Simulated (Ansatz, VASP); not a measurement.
## One calculation of Ge, two programs

```
CELL_PARAMETERS angstrom
0.00000 2.78095 2.78095
2.78095 0.00000 2.78095
2.78095 2.78095 0.00000
ATOMIC_POSITIONS crystal
Ge 0.00000 0.00000 0.00000
Ge 0.25000 0.25000 0.25000
```

Alike in both runs: task single point; functional PBE; k mesh 6 × 6 × 6; no spin polarisation.

|  | VASP | Ansatz |
| --- | --- | --- |
| version | VASP 6.6.1 | Ansatz 0.2.0 |
| potentials or method | VASP PAW PBE potentials, release 64 (Ge_d), cutoff 500 eV | plane waves, PAW |
| occupations | gaussian, width 0.01 eV | fixed |
| valence electrons in the cell | 28 | 28 |

|  | VASP | Ansatz | Ansatz less VASP |
| --- | --- | --- | --- |
| pressure (GPa) | 7.8 | 7.9 | +0.14 |
